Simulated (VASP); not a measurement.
# Rh in VASP: notebook, part 2 of 2

VASP 6.6.1. The steps go on from the part before.

## 5. Single point, RPBE (13.92 Å³/atom)

This run uses another cell than the first one, of 13.92 Å³/atom.

The input, INCAR:

```
SYSTEM = Rh
  ALGO = Normal
  EDIFF = 1E-7
  ENCUT = 520
  GGA = RP
  ISIF = 2
  ISMEAR = -1
  LASPH = .TRUE.
  LCHARG = .FALSE.
  LREAL = .FALSE.
  LWAVE = .FALSE.
  NBANDS = 22
  NELM = 80
  PREC = Accurate
  SIGMA = 0.1
```

The input, KPOINTS:

```
k-points
0
G
  14 14 13
  0 0 0
```

The input, POSCAR:

```
Rh
1.0
   -2.6196646025      3.0142484929      1.2858765590
    3.0142484929     -2.6196646025      1.2858765590
    1.8345311893      1.8345311893     -0.5631954411
Rh
2
Direct
    0.0102247971      0.9897752029      0.0000000000
    0.7397752029      0.2602247971      0.5000000000
```

Potentials or basis: VASP PAW PBE potentials, release 64 (Rh_pv).

Started as:

```sh
$ cat potpaw_PBE.64/Rh_pv/POTCAR > POTCAR
$ mpirun -np 1 vasp_std > vasp.out
```

OUTCAR:

```text
SYSTEM = Rh
   EDIFF = 1E-7
   ENCUT = 520
   GGA = RP
   ISIF = 2
   ISMEAR = -1
   LASPH = .TRUE.
   LREAL = .FALSE.
   NELM = 80
   PREC = Accurate

 ion  position               nearest neighbor table
   1  0.010  0.990  0.000-   2 2.53   2 2.53   2 2.61   2 2.61   2 2.62   2 2.62
   2  0.740  0.260  0.500-   1 2.53   1 2.53   1 2.61   1 2.61   1 2.62   1 2.62

  LATTYP: Found a base centered monoclinic cell.
 ALAT       =     2.6315978023
 B/A-ratio  =     3.0276497046
 C/A-ratio  =     1.0088336213
 COS(beta)  =    -0.0000925679

  Lattice vectors:

 A1 = (  -2.6196646025,   3.0142484929,   1.2858765590)
 A2 = (   3.0142484929,  -2.6196646025,   1.2858765590)
 A3 = (   1.8345311893,   1.8345311893,  -0.5631954411)

Analysis of symmetry for initial positions (statically):
=====================================================================
 Subroutine PRICEL returns:
 Original cell was already a primitive cell.

 Routine SETGRP: Setting up the symmetry group for a
 base centered monoclinic supercell.

 Subroutine GETGRP returns: Found  4 space group operations
[... 157 lines left out ...]

 Free energy of the ion-electron system (eV)
  ---------------------------------------------------
  ext. energy  EPLUGINS =         0.00000000
  ---------------------------------------------------
  free energy    TOTEN  =       -12.72703417 eV

  energy without entropy =      -12.64798016  energy(sigma->0) =      -12.68750716

 E-fermi :  11.8226     XC(G=0): -13.7901

 val. band max:       11.8223232085   @ k =  -0.3571  -0.4286   0.3846
 cond. band min:      11.8235151598   @ k =  -0.2143   0.2143   0.0000
 fundamental gap:      0.0011919513
 Fermi energy:        11.8226118479

 k-point     1 :       0.0000    0.0000    0.0000
  band No.  band energies     occupation
      1     -35.4893      2.00000
      2     -34.8374      2.00000
      3     -34.6845      2.00000
      4     -34.5656      2.00000
      5     -34.5617      2.00000
      6     -34.5130      2.00000
[... 589 lines left out ...]
     21      25.2497      0.00000
     22      29.1992      0.00000

 [... further k-points ...]
[... 5 lines left out ...]
  --------------------------------------------------------------------------------------
  -------------------------------------------------------------------------------------
  Total        4.0078849      4.0078849      3.4010514     -0.2128562     -0.0627901     -0.0627902
  in kB      230.7130191    230.7130191    195.7807821    -12.2530225     -3.6144966     -3.6145013
  external PRESSURE =     219.0689401 kB  Pullay stress =       0.0000000 kB

 VOLUME and BASIS-vectors are now :
 -----------------------------------------------------------------------------
  energy-cutoff  :      520.00
  volume of cell :       27.83
      direct lattice vectors                 reciprocal lattice vectors
    -2.619664602  3.014248493  1.285876559    -0.031746858  0.145749667  0.371348370
     3.014248493 -2.619664602  1.285876559     0.145749667 -0.031746858  0.371348370
     1.834531189  1.834531189 -0.563195441     0.260288932  0.260288932 -0.079872223

 POSITION                                       TOTAL-FORCE (eV/Angst)
 -----------------------------------------------------------------------------------
      2.95664     -2.56206      1.28588         0.147405     -0.147405      0.000000
     -0.23632      2.46543      1.00428        -0.147405      0.147405     -0.000000
 -----------------------------------------------------------------------------------
    total drift:                                0.000000      0.000000     -0.000000

  FREE ENERGIE OF THE ION-ELECTRON SYSTEM (eV)
  ---------------------------------------------------
  free  energy   TOTEN  =       -12.7270341693 eV

  energy  without entropy=      -12.6479801575  energy(sigma->0) =      -12.68750716
```

stdout:

```text
POSCAR found type information on POSCAR Rh
 POSCAR found :  1 types and       2 ions
 scaLAPACK will be used
 -----------------------------------------------------------------------------
|                                                                             |
|                                                                             |
|     You enforced a specific xc type in the INCAR file but a different       |
|     I HOPE YOU KNOW WHAT YOU ARE DOING!                                     |
|                                                                             |
 -----------------------------------------------------------------------------

 LDA part: xc-table for (Slater+PW92), standard interpolation
 POSCAR, INCAR and KPOINTS ok, starting setup
 FFT: planning ... GRIDC
 FFT: planning ... GRID_SOFT
 FFT: planning ... GRID
 WAVECAR not read
 entering main loop
```

Run time: 6.2 min. Hardware: 1 thread of Intel Xeon Platinum 8259CL at 2.50GHz (Skylake/Cascade Lake), shared host; peak memory 0.42 GiB.

What came out:

| Item | Value |
| --- | --- |
| Free energy | -12.7270 eV |
| Pressure | 21.9 GPa |
| Largest force | 0.208 eV/Å |
| Band gap on the k mesh | zero (bands 15 and 16 overlap by 2.12 eV) |

Forces on the atoms (eV/Å):
```
Rh   0.147 -0.147  0.000
Rh  -0.147  0.147  0.000
```

Stress tensor (GPa, compression positive):
```
23.07 -1.23 -0.36
-1.23 23.07 -0.36
-0.36 -0.36 19.58
```

Levels at points of the mesh, in eV from the Fermi level:
| k point | band 11 | band 12 | band 13 | band 14 | band 15 | band 16 | band 17 | band 18 | band 19 | band 20 |
| --- | --- | --- | --- | --- | --- | --- | --- | --- | --- | --- |
| (0.00, 0.00, 0.00) | -3.53 | -1.81 | -1.73 | -0.86 | -0.37 | 0.21 | 1.32 | 2.68 | 10.79 | 14.01 |
| (0.50, 0.00, 0.00) | -2.88 | -2.54 | -1.80 | -1.48 | -0.77 | 0.62 | 2.44 | 4.52 | 5.40 | 12.07 |
| (0.50, 0.50, 0.00) | -3.07 | -2.86 | -1.57 | -1.46 | -1.21 | -0.71 | 0.60 | 0.89 | 14.26 | 16.47 |

Caveat: the cell stands under pressure; the PAW data sets were made with another functional, which shifts forces and pressure a little.

## 6. The runs side by side

| cell | gap on the mesh (eV) | pressure (GPa) | largest force (eV/Å) |
| --- | --- | --- | --- |
| a = 4.370, b = 4.370, c = 2.766 Å, angles 90.0, 90.0, 143.4°, 2 atoms | none | -7.6 | 0.04 |
| a = 4.426, b = 4.426, c = 2.801 Å, angles 90.0, 90.0, 143.4°, 2 atoms | none | -13.4 | 0.10 |
| a = 4.134, b = 4.134, c = 2.616 Å, angles 90.0, 90.0, 143.4°, 2 atoms | none | 37.7 | 0.33 |
| a = 4.195, b = 4.195, c = 2.655 Å, angles 90.0, 90.0, 143.4°, 2 atoms | none | 21.9 | 0.21 |

Alike in all rows: task single point; level RPBE; potentials or basis VASP PAW PBE potentials, release 64 (Rh_pv); no spin polarisation; k mesh 14 × 14 × 13; cutoff (eV) 520; smearing fermi-dirac 0.1 eV.

Caveats: the PAW data sets were made with another functional, which shifts forces and pressure a little; the cell stands under tension (at least some runs); the cell stands under pressure (at least some runs).

Total energies depend on the potentials used, so only differences within one code and one set of settings carry meaning.
